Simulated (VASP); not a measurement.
# W (R-3m) in VASP: a series of runs

The runs below take W through single point, with PBE.

Everything below comes from runs of VASP 6.6.1. Logs are shortened: lines on timing, memory, paths and dates and some standing lists are left out, and cuts for length are marked.

### 1 The cell of the first run

The structure is trigonal, space group R-3m (No. 166). Conventional cell: a = 2.885 Å, b = 2.885 Å, c = 6.962 Å, α = 90.00°, β = 90.00°, γ = 120.00°. W (site symmetry -3m) has 12 W at 2.86 to 2.89 Å within 3.8 Å.

### 2 Single point, PBE (equal xy, yz and zx shear strains of -1 %)

INCAR reads:

```
SYSTEM = W
ALGO = Normal ; EDIFF = 1E-6
ENCUT = 520 ; GGA = PE
ISIF = 2 ; ISMEAR = -1
LASPH = .True. ; LCHARG = .False.
LREAL = .False. ; LWAVE = .False.
NBANDS = 13 ; NELM = 100
PREC = Accurate ; SIGMA = 0.05
```

KPOINTS reads:

```
k-points
0
Gamma
  14 14 14
  0 0 0
```

POSCAR reads:

```
W
1.0
   -0.0203000000      2.0198500000      2.0198500000
    2.0198500000     -0.0203000000      2.0198500000
    2.0198500000      2.0198500000     -0.0203000000
W
1
Direct
    0.0000000000      0.0000000000      0.0000000000
```

Potentials or basis: VASP PAW PBE potentials, release 64 (W_sv).

Started as:

```
$ cat potpaw_PBE.64/W_sv/POTCAR > POTCAR
$ mpirun -np 1 vasp_std > vasp.out
```

OUTCAR:

```text
SYSTEM = W
   EDIFF = 1E-6
   ENCUT = 520
   GGA = PE
   ISIF = 2
   ISMEAR = -1
   LASPH = .True.
   LREAL = .False.
   NELM = 100
   PREC = Accurate

 ion  position               nearest neighbor table
   1  0.000  0.000  0.000-

  LATTYP: Found a trigonal (rhomboedric) cell.
 ALAT       =     2.8565713950
 COS(alpha) =     0.4899250057

  Lattice vectors:

 A1 = (  -0.0203000000,   2.0198500000,   2.0198500000)
 A2 = (   2.0198500000,  -0.0203000000,   2.0198500000)
 A3 = (   2.0198500000,   2.0198500000,  -0.0203000000)

Analysis of symmetry for initial positions (statically):
=====================================================================
 Subroutine PRICEL returns:
 Original cell was already a primitive cell.

 Routine SETGRP: Setting up the symmetry group for a
 trigonal (rhombohedral) supercell.

 Subroutine GETGRP returns: Found 12 space group operations
 (whereof 12 operations were pure point group operations)
 out of a pool of 12 trial point group operations.

The static configuration has the point symmetry D_3d.

Analysis of symmetry for dynamics (positions and initial velocities):
=====================================================================
 Subroutine PRICEL returns:
 Original cell was already a primitive cell.

 Routine SETGRP: Setting up the symmetry group for a
 trigonal (rhombohedral) supercell.

 Subroutine GETGRP returns: Found 12 space group operations
 (whereof 12 operations were pure point group operations)
 out of a pool of 12 trial point group operations.

The dynamic configuration has the point symmetry D_3d.

 Subroutine INISYM returns: Found 12 space group operations
 (whereof 12 operations are pure point group operations),
 and found     1 'primitive' translations

----------------------------------------------------------------------------------------

                                     Primitive cell

  volume of cell :      16.7296

  direct lattice vectors                    reciprocal lattice vectors
    -0.020300000  2.019850000  2.019850000    -0.243842241  0.246317796  0.246317796
     2.019850000 -0.020300000  2.019850000     0.246317796 -0.243842241  0.246317796
     2.019850000  2.019850000 -0.020300000     0.246317796  0.246317796 -0.243842241

  length of vectors
[... 79 lines left out ...]
   NELM   =    100;   NELMIN=  2; NELMDL= -5     # of ELM steps
   EDIFF  = 0.1E-05   stopping-criterion for ELM
   LREAL  =      F    real-space projection
   EDIFFG = 0.1E-04   stopping-criterion for IOM
   NSW    =      0    number of steps for IOM
   IBRION =     -1    ionic relax: 0-MD 1-quasi-New 2-CG
   NFREE  =      0    steps in history (QN), initial steepest desc. (CG)
   ISIF   =      2    stress and relaxation
   ISYM   =      2    0-nonsym 1-usesym 2-fastsym
   POTIM  = 0.5000    time-step for ionic-motion
   TEBEG  =    0.0;   TEEND  =   0.0 temperature during run
   PSTRESS=    0.0 pullay stress
   NELECT =      14.0000    total number of electrons
   NUPDOWN=      -1.0000    fix difference up-down
   EMIN   =  10.00;   EMAX   =-10.00  energy-range for DOS
   EFERMI =   0.00;   METHOD = LEGACY
   ISMEAR =    -1;   SIGMA  =   0.05  broadening in eV -4-tet -1-fermi 0-gaus
   EFERMI_NEDOS =   21; number of points for ismear=-14 and -15
   IALGO  =     38    algorithm
   IMIX   =      4    mixing-type and parameters
     AMIX     =   0.40;   BMIX     =  1.00
     AMIX_MAG =   1.60;   BMIX_MAG =  1.00
  volume/ion in A,a.u.               =      16.73       112.90
  Fermi-wavevector in a.u.,A,eV,Ry     =   1.542727  2.915331 32.381949  2.380006
  Thomas-Fermi vector in A             =   2.648490
   LORBIT       =      0    0 simple, 1 ext, 2 COOP (PROOUT), +10 PAW based schemes
   GGA     = PE    functional components
   LHFCALC =     F    Hartree Fock is set to
   AEXX    =    0.0000 exact exchange contribution
   IVDW    =     0    specifies the selected vdW correction
   LEPSILON=     F    determine dielectric tensor
   LRPA    =     F    only Hartree local field effects (RPA)
 non-spin polarized calculation
  energy-cutoff  :      520.00
  volume of cell :       16.73
 maximum number of plane-waves:       465
 NGX is ok and might be reduce to    24
   NGX = 11   NGY = 11   NGZ = 11

 number of electron      14.0000001 magnetization

 Free energy of the ion-electron system (eV)
  ---------------------------------------------------
  ext. energy  EPLUGINS =         0.00000000
  ---------------------------------------------------
  free energy    TOTEN  =       -12.47686732 eV

  energy without entropy =      -12.46678721  energy(sigma->0) =      -12.47182727

 E-fermi :  10.2225     XC(G=0): -13.3287

 val. band max:       10.2140124571   @ k =   0.1429   0.0714   0.0000
 cond. band min:      10.2234147670   @ k =  -0.0714   0.0714   0.0714
 fundamental gap:      0.0094023099
 Fermi energy:        10.2224956985

 k-point     1 :       0.0000    0.0000    0.0000
  band No.  band energies     occupation
      1     -63.4858      2.00000
      2     -27.1518      2.00000
      3     -27.1518      2.00000
      4     -27.1149      2.00000
      5       1.3362      2.00000
      6       9.5999      1.99999
      7       9.5999      1.99999
      8       9.8725      1.99818
      9      12.7362      0.00000
     10      12.7362      0.00000
     11      22.9877      0.00000
     12      27.9861      0.00000
     13      27.9861      0.00000
[... 354 lines left out ...]
  band No.  band energies     occupation
      1     -63.4284      2.00000
      2     -27.6900      2.00000
      3     -27.2858      2.00000
      4     -27.2701      2.00000
      5       4.0092      2.00000
      6       7.9871      2.00000
      7       9.8482      1.99888
      8      10.9023      0.00000
      9      12.1305      0.00000
     10      13.7761      0.00000
     11      24.6761      0.00000
     12      27.5459      0.00000
     13      29.8315      0.00000

 [... further k-points ...]
[... 5 lines left out ...]
  --------------------------------------------------------------------------------------
  -------------------------------------------------------------------------------------
  Total       -0.4366836     -0.4366836     -0.4366836     -0.1792788     -0.1792788     -0.1792788
  in kB      -41.8207701    -41.8207701    -41.8207701    -17.1693593    -17.1693593    -17.1693593
  external PRESSURE =     -41.8207701 kB  Pullay stress =       0.0000000 kB

 VOLUME and BASIS-vectors are now :
 -----------------------------------------------------------------------------
  energy-cutoff  :      520.00
  volume of cell :       16.73
      direct lattice vectors                 reciprocal lattice vectors
    -0.020300000  2.019850000  2.019850000    -0.243842241  0.246317796  0.246317796
     2.019850000 -0.020300000  2.019850000     0.246317796 -0.243842241  0.246317796
     2.019850000  2.019850000 -0.020300000     0.246317796  0.246317796 -0.243842241

 POSITION                                       TOTAL-FORCE (eV/Angst)
 -----------------------------------------------------------------------------------
      0.00000      0.00000      0.00000         0.000000     -0.000000      0.000000
 -----------------------------------------------------------------------------------
    total drift:                                0.000000      0.000000     -0.000000

  FREE ENERGIE OF THE ION-ELECTRON SYSTEM (eV)
  ---------------------------------------------------
  free  energy   TOTEN  =       -12.4768673215 eV

  energy  without entropy=      -12.4667872086  energy(sigma->0) =      -12.47182727
```

stdout:

```text
POSCAR found type information on POSCAR W
 POSCAR found :  1 types and       1 ions
 scaLAPACK will be used
 LDA part: xc-table for (Slater+PW92), standard interpolation
 POSCAR, INCAR and KPOINTS ok, starting setup
 FFT: planning ... GRIDC
 FFT: planning ... GRID_SOFT
 FFT: planning ... GRID
 WAVECAR not read
 entering main loop
```

Wall time 15 s (1 thread of Intel Xeon 6975P-C (Granite Rapids), shared host); peak memory 0.18 GiB.

What came out:

```
Free energy            : -12.4769 eV
Pressure               : -4.2 GPa
Band gap on the k mesh : zero (band 7 reaches 13.17 eV, above the bottom of band 8 at 9.70 eV)
```

Caveat: the cell differs from its parent crystal (equal xy, yz and zx shear strains of -1 %); spin-orbit coupling is left out, which moves the levels of the heavy elements.

### 3 Single point, PBE (equal xy, yz and zx shear strains of +2 %)

INCAR reads:

```
PREC     = Accurate       # precision mode
ENCUT    = 520            # plane-wave cutoff, eV
EDIFF    = 1E-6           # SCF threshold, eV
ISMEAR   = -1             # smearing method
SIGMA    = 0.05           # smearing width, eV
LREAL    = False          # projectors in reciprocal space
LASPH    = True           # aspherical terms in the spheres
NELM     = 60             # most SCF steps
ALGO     = Normal         # electronic algorithm
ISIF     = 2              # what is computed and relaxed
LWAVE    = False          # write WAVECAR
LCHARG   = False          # write CHGCAR
GGA      = PE             # functional
NBANDS   = 13             # bands
```

KPOINTS reads:

```
regular mesh
0
Gamma
  14 14 14
```

POSCAR reads:

```
W
1.0
    0.0406000000      2.0503000000      2.0503000000
    2.0503000000      0.0406000000      2.0503000000
    2.0503000000      2.0503000000      0.0406000000
W
1
Direct
    0.0000000000      0.0000000000      0.0000000000
```

Potentials or basis: VASP PAW PBE potentials, release 64 (W_sv).

Started as:

```
$ cat potpaw_PBE.64/W_sv/POTCAR > POTCAR
$ mpirun -np 1 vasp_std > vasp.out
```

It took 14 s on 1 thread of Intel Xeon 6975P-C (Granite Rapids), shared host; peak memory 0.18 GiB.

It converged, with:

```yaml
Free_energy: -12.4816 eV
Pressure: -4.0 GPa
Band_gap_on_the_k_mesh: zero (band 7 reaches 13.18 eV, above the bottom of band 8 at 9.84 eV)
```

Stress tensor (GPa, compression positive):
```
-4.02  1.58  1.58
 1.58 -4.02  1.58
 1.58  1.58 -4.02
```

Levels at points of the mesh, in eV from the Fermi level:
| k point | band 4 | band 5 | band 6 | band 7 | band 8 | band 9 | band 10 | band 11 |
| --- | --- | --- | --- | --- | --- | --- | --- | --- |
| (0.00, 0.00, 0.00) | -37.36 | -8.91 | -0.91 | -0.39 | -0.39 | 2.50 | 2.50 | 12.74 |
| (0.50, 0.00, 0.00) | -37.53 | -5.50 | -1.07 | -0.54 | 0.66 | 4.69 | 5.14 | 10.14 |
| (0.50, 0.50, 0.00) | -37.74 | -5.37 | -4.42 | 2.93 | 4.81 | 5.57 | 5.65 | 11.25 |
| (0.50, 0.50, 0.50) | -37.48 | -5.58 | -0.66 | -0.66 | 0.26 | 4.79 | 4.79 | 9.59 |

Caveat: the cell differs from its parent crystal (equal xy, yz and zx shear strains of +2 %); spin-orbit coupling is left out, which moves the levels of the heavy elements.

### 4 Single point, PBE (equal xy, yz and zx shear strains of -2 %)

INCAR reads:

```
SYSTEM = W
ALGO = Normal ; EDIFF = 1E-7
ENCUT = 520 ; GGA = PE
ISIF = 2 ; ISMEAR = -1
LASPH = .True. ; LCHARG = .False.
LREAL = .False. ; LWAVE = .False.
NBANDS = 13 ; NELM = 100
PREC = Accurate ; SIGMA = 0.05
```

KPOINTS reads:

```
k-points
0
Gamma
  14 14 14
  0 0 0
```

POSCAR reads:

```
W
1.0
   -0.0406000000      2.0097000000      2.0097000000
    2.0097000000     -0.0406000000      2.0097000000
    2.0097000000      2.0097000000     -0.0406000000
W
1
Direct
    0.0000000000      0.0000000000      0.0000000000
```

Potentials or basis: VASP PAW PBE potentials, release 64 (W_sv).

Started as:

```
$ cat potpaw_PBE.64/W_sv/POTCAR > POTCAR
$ mpirun -np 1 vasp_std > vasp.out
```

OUTCAR:

```text
SYSTEM = W
   EDIFF = 1E-7
   ENCUT = 520
   GGA = PE
   ISIF = 2
   ISMEAR = -1
   LASPH = .True.
   LREAL = .False.
   NELM = 100
   PREC = Accurate

 ion  position               nearest neighbor table
   1  0.000  0.000  0.000-

  LATTYP: Found a trigonal (rhomboedric) cell.
 ALAT       =     2.8424349667
 COS(alpha) =     0.4797000918

  Lattice vectors:

 A1 = (  -0.0406000000,   2.0097000000,   2.0097000000)
[... 554 lines left out ...]
      3     -27.2932      2.00000
      4     -27.2570      2.00000
      5       4.0050      2.00000
      6       7.9770      2.00000
      7       9.7959      1.99978
      8      10.9948      0.00000
      9      12.1020      0.00000
     10      13.7952      0.00000
     11      24.6524      0.00000
     12      27.4950      0.00000
     13      29.7874      0.00000

 [... further k-points ...]
[... 5 lines left out ...]
  --------------------------------------------------------------------------------------
  -------------------------------------------------------------------------------------
  Total       -0.4093927     -0.4093927     -0.4093927     -0.2966239     -0.2966239     -0.2966239
  in kB      -39.2160393    -39.2160393    -39.2160393    -28.4138349    -28.4138349    -28.4138349
  external PRESSURE =     -39.2160393 kB  Pullay stress =       0.0000000 kB

 VOLUME and BASIS-vectors are now :
 -----------------------------------------------------------------------------
  energy-cutoff  :      520.00
  volume of cell :       16.73
      direct lattice vectors                 reciprocal lattice vectors
    -0.040600000  2.009700000  2.009700000    -0.241378315  0.246355187  0.246355187
     2.009700000 -0.040600000  2.009700000     0.246355187 -0.241378315  0.246355187
     2.009700000  2.009700000 -0.040600000     0.246355187  0.246355187 -0.241378315

 POSITION                                       TOTAL-FORCE (eV/Angst)
 -----------------------------------------------------------------------------------
      0.00000      0.00000      0.00000        -0.000000     -0.000000     -0.000000
 -----------------------------------------------------------------------------------
    total drift:                               -0.000000      0.000000      0.000000

  FREE ENERGIE OF THE ION-ELECTRON SYSTEM (eV)
  ---------------------------------------------------
  free  energy   TOTEN  =       -12.4843810167 eV

  energy  without entropy=      -12.4757735105  energy(sigma->0) =      -12.48007726
```

OSZICAR:

```text
N       E                     dE             d eps       ncg     rms          rms(c)
DAV:   1     0.864534836944E+02    0.86453E+02   -0.74582E+03  7517   0.121E+03
DAV:   2    -0.114117068623E+02   -0.97865E+02   -0.94235E+02  8393   0.316E+02
DAV:   3    -0.131182440316E+02   -0.17065E+01   -0.16966E+01  8278   0.403E+01
DAV:   4    -0.131258810268E+02   -0.76370E-02   -0.76367E-02  8498   0.299E+00
DAV:   5    -0.131259514100E+02   -0.70383E-04   -0.70382E-04  8368   0.269E-01    0.184E+01
DAV:   6    -0.126148379227E+02    0.51111E+00   -0.44683E-01  7968   0.878E+00    0.701E+00
DAV:   7    -0.124887527411E+02    0.12609E+00   -0.21357E-01  8388   0.572E+00    0.624E-01
DAV:   8    -0.124844455724E+02    0.43072E-02   -0.39977E-03  7573   0.814E-01    0.788E-02
DAV:   9    -0.124843814033E+02    0.64169E-04   -0.11786E-04  8876   0.125E-01    0.396E-02
DAV:  10    -0.124843809140E+02    0.48930E-06   -0.95594E-06  7933   0.395E-02    0.242E-03
DAV:  11    -0.124843813231E+02   -0.40912E-06   -0.24564E-07  7796   0.550E-03    0.130E-03
DAV:  12    -0.124843810361E+02    0.28703E-06   -0.11669E-08  4379   0.136E-03    0.224E-04
DAV:  13    -0.124843810167E+02    0.19404E-07   -0.13291E-09  3939   0.468E-04
   1 F= -.12484381E+02 E0= -.12480077E+02  d E =-.860751E-02
```

It took 16 s on 1 thread of Intel Xeon 6975P-C (Granite Rapids), shared host; peak memory 0.18 GiB.

Results:

```
Free energy            : -12.4844 eV
Pressure               : -3.9 GPa
Band gap on the k mesh : zero (band 7 reaches 13.18 eV, above the bottom of band 8 at 9.68 eV)
```

Caveat: the cell differs from its parent crystal (equal xy, yz and zx shear strains of -2 %); spin-orbit coupling is left out, which moves the levels of the heavy elements.

### 5 Single point, PBE (equal xy, yz and zx shear strains of +1 %)

INCAR reads:

```
SYSTEM = W
ALGO = Normal
EDIFF = 1E-7
ENCUT = 520
GGA = PE
ISIF = 2
ISMEAR = -1
LASPH = .TRUE.
LCHARG = .FALSE.
LREAL = .FALSE.
LWAVE = .FALSE.
NBANDS = 13
NELM = 60
PREC = Accurate
SIGMA = 0.05
```

KPOINTS reads:

```
k-points
0
G
  14 14 14
  0 0 0
```

POSCAR reads:

```
W
1.0
    0.0203000000      2.0401500000      2.0401500000
    2.0401500000      0.0203000000      2.0401500000
    2.0401500000      2.0401500000      0.0203000000
W
1
Direct
    0.0000000000      0.0000000000      0.0000000000
```

Started as:

```
$ cat potpaw_PBE.64/W_sv/POTCAR > POTCAR
$ mpirun -np 1 vasp_std > vasp.out
```

Run time: 18 s. Hardware: 1 thread of Intel Xeon 6975P-C (Granite Rapids), shared host; peak memory 0.19 GiB.

It converged, with:

```yaml
Free_energy: -12.4766 eV
Pressure: -4.2 GPa
Band_gap_on_the_k_mesh: zero (band 7 reaches 13.17 eV, above the bottom of band 8 at 9.78 eV)
```

Stress tensor (GPa, compression positive):
```
-4.16  1.41  1.41
 1.41 -4.16  1.41
 1.41  1.41 -4.16
```

Levels at points of the mesh, in eV from the Fermi level:
```
           k point  band 5  band 6  band 7  band 8  band 9  band 10
(0.00, 0.00, 0.00)   -8.89   -0.71   -0.44   -0.44    2.51     2.51
(0.50, 0.00, 0.00)   -5.48   -0.90   -0.63    0.63    4.82     5.04
(0.50, 0.50, 0.00)   -5.35   -4.39    2.95    4.87    5.61     5.64
(0.50, 0.50, 0.50)   -5.52   -0.69   -0.69    0.43    4.86     4.86
```

Caveat: the cell differs from its parent crystal (equal xy, yz and zx shear strains of +1 %); spin-orbit coupling is left out, which moves the levels of the heavy elements.

### 6 Overview

```tsv
cell	gap on the mesh (eV)	pressure (GPa)
a = 2.857 Å, angles 60.7°, 1 atom	none	-4.2
a = 2.900 Å, angles 58.7°, 1 atom	none	-4.0
a = 2.842 Å, angles 61.3°, 1 atom	none	-3.9
a = 2.885 Å, angles 59.3°, 1 atom	none	-4.2
```

Alike in all rows: task single point; level PBE; potentials or basis VASP PAW PBE potentials, release 64 (W_sv); no spin polarisation; k mesh 14 × 14 × 14; cutoff (eV) 520; smearing fermi-dirac 0.05 eV.

Caveats: spin-orbit coupling is left out, which moves the levels of the heavy elements.

Absolute energies hang on the potentials; compare differences alone.
